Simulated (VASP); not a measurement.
# K2LiAlF6 (lda) (Fm-3m) in VASP: further runs

The runs below take K2LiAlF6 (lda) through single point, relaxation of cell and atoms, with LDA.

Program: VASP 6.6.1. These are calculated values, not measurements. Logs are shortened: lines on timing, memory, paths and dates and some standing lists are left out, and cuts for length are marked.

## Step 1: The cell of the first run

The structure is cubic, space group Fm-3m (No. 225). Conventional cell: a = 7.639 Å, b = 7.639 Å, c = 7.639 Å, α = 90.00°, β = 90.00°, γ = 90.00°. Within 3.6 Å of K (site symmetry -43m) lie 12 F at 2.70 Å and 4 Li at 3.31 Å and 4 Al at 3.31 Å. Within 2.7 Å of Li (site symmetry m-3m) lie 6 F at 2.02 Å. Within 2.4 Å of Al (site symmetry m-3m) lie 6 F at 1.80 Å. Within 2.4 Å of F (site symmetry 4mm) lie 1 Al at 1.80 Å and 1 Li at 2.02 Å.

## Step 2: Single point, LDA

File INCAR:

```
SYSTEM = K2LiAlF6
  PREC = Accurate
  ENCUT = 520
  EDIFF = 1E-6
  ISMEAR = 0
  SIGMA = 0.02
  LREAL = .FALSE.
  LASPH = .TRUE.
  NELM = 100
  ALGO = Normal
  ISIF = 2
  LWAVE = .FALSE.
  LCHARG = .FALSE.
  GGA = CA
  NBANDS = 44
```

File KPOINTS:

```
regular mesh
0
G
  6 6 6
  0 0 0
```

File POSCAR:

```
K2LiAlF6
1.0
    0.0000000000      3.8195885690      3.8195885690
    3.8195885690      0.0000000000      3.8195885690
    3.8195885690      3.8195885690      0.0000000000
K Li Al F
2 1 1 6
Direct
    0.2500000000      0.2500000000      0.2500000000
    0.7500000000      0.7500000000      0.7500000000
    0.5000000000      0.5000000000      0.5000000000
    0.0000000000      0.0000000000      0.0000000000
    0.7640051587      0.2359948413      0.2359948413
    0.2359948413      0.7640051587      0.2359948413
    0.2359948413      0.7640051587      0.7640051587
    0.7640051587      0.2359948413      0.7640051587
    0.2359948413      0.2359948413      0.7640051587
    0.7640051587      0.7640051587      0.2359948413
```

Potentials or basis: VASP PAW LDA potentials, release 64 (K_sv, Li_sv, Al, F).

Launch:

```
cat potpaw_LDA.64/K_sv/POTCAR potpaw_LDA.64/Li_sv/POTCAR potpaw_LDA.64/Al/POTCAR potpaw_LDA.64/F/POTCAR > POTCAR
mpirun -np 1 vasp_std > vasp.out
```

OUTCAR:

```text
SYSTEM = K2LiAlF6
   PREC = Accurate
   ENCUT = 520
   EDIFF = 1E-6
   ISMEAR = 0
   LREAL = .FALSE.
   LASPH = .TRUE.
   NELM = 100
   ISIF = 2
   GGA = CA

 ion  position               nearest neighbor table
   1  0.250  0.250  0.250-   5 2.70   8 2.70  10 2.70   6 2.70   7 2.70  10 2.70   7 2.70   8 2.70
                             9 2.70   5 2.70   6 2.70   9 2.70   4 3.31   4 3.31   4 3.31   4 3.31
   2  0.750  0.750  0.750-   7 2.70   8 2.70  10 2.70   5 2.70   6 2.70  10 2.70   5 2.70   8 2.70
                             9 2.70   6 2.70   7 2.70   9 2.70   4 3.31   4 3.31   4 3.31   4 3.31
   3  0.500  0.500  0.500-   5 2.02   6 2.02   7 2.02   8 2.02   9 2.02  10 2.02
   4  0.000  0.000  0.000-   5 1.80   6 1.80   7 1.80   8 1.80   9 1.80  10 1.80   2 3.31   2 3.31
                             2 3.31   1 3.31   1 3.31   1 3.31   2 3.31   1 3.31
   5  0.764  0.236  0.236-   4 1.80   3 2.02   1 2.70   2 2.70   2 2.70   1 2.70
   6  0.236  0.764  0.236-   4 1.80   3 2.02   1 2.70   2 2.70   2 2.70   1 2.70
   7  0.236  0.764  0.764-   4 1.80   3 2.02   2 2.70   2 2.70   1 2.70   1 2.70
   8  0.764  0.236  0.764-   4 1.80   3 2.02   2 2.70   2 2.70   1 2.70   1 2.70
   9  0.236  0.236  0.764-   4 1.80   3 2.02   1 2.70   2 2.70   2 2.70   1 2.70
  10  0.764  0.764  0.236-   4 1.80   3 2.02   2 2.70   2 2.70   1 2.70   1 2.70

  LATTYP: Found a face centered cubic cell.
 ALAT       =     7.6391771380

  Lattice vectors:

 A1 = (   0.0000000000,   3.8195885690,   3.8195885690)
 A2 = (   3.8195885690,   0.0000000000,   3.8195885690)
 A3 = (   3.8195885690,   3.8195885690,   0.0000000000)

Analysis of symmetry for initial positions (statically):
=====================================================================
 Subroutine PRICEL returns:
 Original cell was already a primitive cell.

 Routine SETGRP: Setting up the symmetry group for a
 face centered cubic supercell.

 Subroutine GETGRP returns: Found 48 space group operations
 (whereof 48 operations were pure point group operations)
 out of a pool of 48 trial point group operations.

The static configuration has the point symmetry O_h .

Analysis of symmetry for dynamics (positions and initial velocities):
=====================================================================
 Subroutine PRICEL returns:
 Original cell was already a primitive cell.

 Routine SETGRP: Setting up the symmetry group for a
 face centered cubic supercell.

 Subroutine GETGRP returns: Found 48 space group operations
 (whereof 48 operations were pure point group operations)
 out of a pool of 48 trial point group operations.

The dynamic configuration has the point symmetry O_h .

 Subroutine INISYM returns: Found 48 space group operations
 (whereof 48 operations are pure point group operations),
 and found     1 'primitive' translations

----------------------------------------------------------------------------------------

                                     Primitive cell

  volume of cell :     111.4499

  direct lattice vectors                    reciprocal lattice vectors
     0.000000000  3.819588569  3.819588569    -0.130904151  0.130904151  0.130904151
     3.819588569  0.000000000  3.819588569     0.130904151 -0.130904151  0.130904151
     3.819588569  3.819588569  0.000000000     0.130904151  0.130904151 -0.130904151

  length of vectors
     5.401713957  5.401713957  5.401713957     0.226732641  0.226732641  0.226732641

  position of ions in fractional coordinates (direct lattice)
     0.250000000  0.250000000  0.250000000
     0.750000000  0.750000000  0.750000000
     0.500000000  0.500000000  0.500000000
     0.000000000  0.000000000  0.000000000
     0.764005159  0.235994841  0.235994841
     0.235994841  0.764005159  0.235994841
     0.235994841  0.764005159  0.764005159
     0.764005159  0.235994841  0.764005159
     0.235994841  0.235994841  0.764005159
     0.764005159  0.764005159  0.235994841

  ion indices of the primitive-cell ions
   primitive index   ion index
                 1           1
                 2           2
                 3           3
                 4           4
                 5           5
                 6           6
                 7           7
                 8           8
                 9           9
                10          10

----------------------------------------------------------------------------------------

 KPOINTS: regular mesh

Automatic generation of k-mesh.
 Grid dimensions read from file:
 generate k-points for:    6    6    6

 Generating k-lattice:

  Cartesian coordinates                     Fractional coordinates (reciprocal lattice)
    -0.021817359  0.021817359  0.021817359     0.166666667  0.000000000  0.000000000
     0.021817359 -0.021817359  0.021817359     0.000000000  0.166666667  0.000000000
     0.021817359  0.021817359 -0.021817359     0.000000000  0.000000000  0.166666667

  Length of vectors
     0.037788774  0.037788774  0.037788774

  Shift w.r.t. Gamma in fractional coordinates (k-lattice)
     0.000000000  0.000000000  0.000000000

 Subroutine IBZKPT returns following result:
 ===========================================

 Found     16 irreducible k-points:

 Following reciprocal coordinates:
            Coordinates               Weight
  0.000000  0.000000  0.000000      1.000000
  0.166667  0.000000  0.000000      8.000000
  0.333333  0.000000  0.000000      8.000000
  0.500000  0.000000  0.000000      4.000000
  0.166667  0.166667  0.000000      6.000000
  0.333333  0.166667  0.000000     24.000000
[... 8 lines left out ...]
 -0.333333  0.333333  0.166667     24.000000
 -0.333333  0.500000  0.166667     12.000000
   k-points           NKPTS =     16   k-points in BZ     NKDIM =     16   number of bands    NBANDS=     44
   number of dos      NEDOS =    301   number of ions     NIONS =     10
   total plane-waves  NPLWV =  64000
   dimension x,y,z NGX =    40 NGY =   40 NGZ =   40
   dimension x,y,z NGXF=    80 NGYF=   80 NGZF=   80
   ions per type =               2   1   1   6
   NGX,Y,Z   is equivalent  to a cutoff of  12.31, 12.31, 12.31 a.u.
   NGXF,Y,Z  is equivalent  to a cutoff of  24.62, 24.62, 24.62 a.u.
 SYSTEM =  K2LiAlF6
   PREC   = accura    normal or accurate (medium, high low for compatibility)
   ISTART =      0    job   : 0-new  1-cont  2-samecut
   ICHARG =      2    charge: 1-file 2-atom 10-const
   ISPIN  =      1    spin polarized calculation?
   LNONCOLLINEAR =      F non collinear calculations
   LSORBIT =      F    spin-orbit coupling
   LASPH  =      T    aspherical Exc in radial PAW
   ENCUT  =  520.0 eV  38.22 Ry    6.18 a.u.  10.04 10.04 10.04*2*pi/ulx,y,z
   NELM   =    100;   NELMIN=  2; NELMDL= -5     # of ELM steps
   EDIFF  = 0.1E-05   stopping-criterion for ELM
   LREAL  =      F    real-space projection
   EDIFFG = 0.1E-04   stopping-criterion for IOM
   NSW    =      0    number of steps for IOM
   IBRION =     -1    ionic relax: 0-MD 1-quasi-New 2-CG
   NFREE  =      0    steps in history (QN), initial steepest desc. (CG)
   ISIF   =      2    stress and relaxation
   ISYM   =      2    0-nonsym 1-usesym 2-fastsym
   POTIM  = 0.5000    time-step for ionic-motion
   TEBEG  =    0.0;   TEEND  =   0.0 temperature during run
   PSTRESS=    0.0 pullay stress
   NELECT =      66.0000    total number of electrons
   NUPDOWN=      -1.0000    fix difference up-down
   EMIN   =  10.00;   EMAX   =-10.00  energy-range for DOS
   EFERMI =   0.00;   METHOD = LEGACY
   ISMEAR =     0;   SIGMA  =   0.02  broadening in eV -4-tet -1-fermi 0-gaus
   EFERMI_NEDOS =   21; number of points for ismear=-14 and -15
   IALGO  =     38    algorithm
   IMIX   =      4    mixing-type and parameters
     AMIX     =   0.40;   BMIX     =  1.00
     AMIX_MAG =   1.60;   BMIX_MAG =  1.00
  volume/ion in A,a.u.               =      11.14        75.21
  Fermi-wavevector in a.u.,A,eV,Ry     =   1.374768  2.597936 25.714852  1.889988
  Thomas-Fermi vector in A             =   2.500165
   LORBIT       =      0    0 simple, 1 ext, 2 COOP (PROOUT), +10 PAW based schemes
   GGA     = CA    functional components
   LHFCALC =     F    Hartree Fock is set to
   AEXX    =    0.0000 exact exchange contribution
   IVDW    =     0    specifies the selected vdW correction
   LEPSILON=     F    determine dielectric tensor
   LRPA    =     F    only Hartree local field effects (RPA)
 non-spin polarized calculation
 Gauss-broadening in eV      SIGMA  =   0.02
  energy-cutoff  :      520.00
  volume of cell :      111.45
 maximum number of plane-waves:      3024
   NGX = 21   NGY = 21   NGZ = 21

 number of electron      65.9999993 magnetization

 Free energy of the ion-electron system (eV)
  ---------------------------------------------------
  ext. energy  EPLUGINS =         0.00000000
  ---------------------------------------------------
  free energy    TOTEN  =       -55.75961318 eV

  energy without entropy =      -55.75961318  energy(sigma->0) =      -55.75961318

 E-fermi :  -1.0926     XC(G=0): -10.8631

 val. band max:       -1.1762920205   @ k =   0.0000   0.0000   0.0000
 cond. band min:       6.9309167563   @ k =   0.0000   0.0000   0.0000
 fundamental gap:      8.1072087768
 Fermi energy:        -1.0926296169

 k-point     1 :       0.0000    0.0000    0.0000
  band No.  band energies     occupation
      1     -41.1176      2.00000
      2     -26.0312      2.00000
      3     -25.8848      2.00000
      4     -21.6084      2.00000
      5     -20.8630      2.00000
      6     -20.8630      2.00000
[... 36 lines left out ...]
     43      12.7111      0.00000
     44      13.5675      0.00000

 k-point     2 :       0.1667    0.0000    0.0000
  band No.  band energies     occupation
      1     -41.1176      2.00000
      2     -26.0172      2.00000
      3     -25.8906      2.00000
      4     -21.6045      2.00000
      5     -20.9011      2.00000
      6     -20.8480      2.00000
[... 650 lines left out ...]
 k-point    16 :      -0.3333    0.5000    0.1667
  band No.  band energies     occupation
      1     -41.1176      2.00000
      2     -25.9469      2.00000
      3     -25.9237      2.00000
      4     -21.5712      2.00000
      5     -20.9418      2.00000
      6     -20.8866      2.00000
[... 36 lines left out ...]
     43      12.2737      0.00000
     44      12.3248      0.00000

------------------------ aborting loop because EDIFF is reached ----------------------------------------

  FORCE on cell =-STRESS in cart. coord.  units (eV):
  Direction    XX          YY          ZZ          XY          YZ          ZX
  --------------------------------------------------------------------------------------
  -------------------------------------------------------------------------------------
  Total        0.2498539      0.2498539      0.2498539     -0.0000000     -0.0000000      0.0000000
  in kB        3.5918404      3.5918404      3.5918404     -0.0000000     -0.0000000      0.0000000
  external PRESSURE =       3.5918404 kB  Pullay stress =       0.0000000 kB

 VOLUME and BASIS-vectors are now :
 -----------------------------------------------------------------------------
  energy-cutoff  :      520.00
  volume of cell :      111.45
      direct lattice vectors                 reciprocal lattice vectors
     0.000000000  3.819588569  3.819588569    -0.130904151  0.130904151  0.130904151
     3.819588569  0.000000000  3.819588569     0.130904151 -0.130904151  0.130904151
     3.819588569  3.819588569  0.000000000     0.130904151  0.130904151 -0.130904151

 POSITION                                       TOTAL-FORCE (eV/Angst)
 -----------------------------------------------------------------------------------
      1.90979      1.90979      1.90979         0.000000      0.000000     -0.000000
      5.72938      5.72938      5.72938         0.000000      0.000000     -0.000000
      3.81959      3.81959      3.81959         0.000000      0.000000     -0.000000
      0.00000      0.00000      0.00000         0.000000      0.000000     -0.000000
      1.80281      3.81959      3.81959         0.070615      0.000000     -0.000000
      3.81959      1.80281      3.81959         0.000000      0.070615     -0.000000
      5.83637      3.81959      3.81959        -0.070615      0.000000     -0.000000
      3.81959      5.83637      3.81959         0.000000     -0.070615     -0.000000
      3.81959      3.81959      1.80281         0.000000      0.000000      0.070615
      3.81959      3.81959      5.83637         0.000000      0.000000     -0.070615
 -----------------------------------------------------------------------------------
    total drift:                               -0.000000     -0.000000      0.000000

  FREE ENERGIE OF THE ION-ELECTRON SYSTEM (eV)
  ---------------------------------------------------
  free  energy   TOTEN  =       -55.7596131777 eV

  energy  without entropy=      -55.7596131777  energy(sigma->0) =      -55.75961318
```

Wall time 35 s (1 thread of Intel Xeon 6975P-C (Granite Rapids), shared host); peak memory 0.23 GiB.

What came out:

```yaml
Free_energy: -55.7596 eV
Largest_force: 0.071 eV/Å
Band_gap_on_the_k_mesh: 8.11 eV, direct
```

Forces in eV/Å, atoms in the order of the input:
```
K    0.000  0.000  0.000
K    0.000  0.000  0.000
Li   0.000  0.000  0.000
Al   0.000  0.000  0.000
F    0.071  0.000  0.000
F    0.000  0.071  0.000
F   -0.071  0.000  0.000
F    0.000 -0.071  0.000
F    0.000  0.000  0.071
F    0.000  0.000 -0.071
```

Levels at points of the mesh, in eV from the valence-band top:
| k point | band 31 | band 32 | band 33 | band 34 | band 35 | band 36 |
| --- | --- | --- | --- | --- | --- | --- |
| (0.00, 0.00, 0.00) | 0.00 | 0.00 | 0.00 | 8.11 | 10.10 | 10.10 |
| (0.50, 0.00, 0.00) | -0.31 | -0.31 | -0.26 | 10.04 | 10.67 | 11.54 |
| (0.50, 0.50, 0.00) | -0.70 | -0.70 | -0.03 | 10.67 | 11.31 | 11.31 |

Caveat: the cutoff is under 1.25 times the usual one of these potentials, so pressure, stress and relaxed cells hold a basis-set (Pulay) error. A k mesh can miss the band edges.

[end of part 1 of 2]
